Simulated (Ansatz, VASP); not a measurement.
# Two plane-wave programs on Ga2BSb3

```
Ga B Sb
1.0
     5.13185    0.00000    0.00000
    -2.56593    4.44432    0.00000
     0.00000    0.00000    5.95146
Ga B Sb
2 1 3
Direct
  0.66667 0.33333 0.23170
  0.66667 0.33333 0.76830
  0.00000 0.00000 0.00000
  0.00000 0.00000 0.50000
  0.33333 0.66667 0.00000
  0.33333 0.66667 0.50000
```

Change from the starting cell: species swapped into the La2Al3Ge type (P-6m2, No. 187).

Alike in both runs: functional PBE; k mesh 12 × 12 × 6; occupations gaussian, width 0.1 eV; no spin polarisation.

Ansatz relaxed the structure, and its values are those at the end. VASP's run is a single point on that final structure, the one shown.

```csv
,VASP,Ansatz
version,VASP 6.6.1,Ansatz 0.2.0
potentials or method,"VASP PAW PBE potentials, release 64 (Ga_d, B, Sb), cutoff 520 eV","scalar-relativistic, plane waves, PAW"
valence electrons in the cell,44,74
```

|  | VASP | Ansatz | Ansatz less VASP |
| --- | --- | --- | --- |
| gap on the k mesh at the Fermi level (eV) | none | none | - |
| pressure (GPa) | 0.0 | 0.0 | 0.00 |

A gap of «none» marks a metal or a gap that the smearing closes. VASP's potentials hold 44 valence electrons a cell and Ansatz's 74, so a difference there can come from the potentials and not from the codes.

Spin-orbit coupling is off throughout.
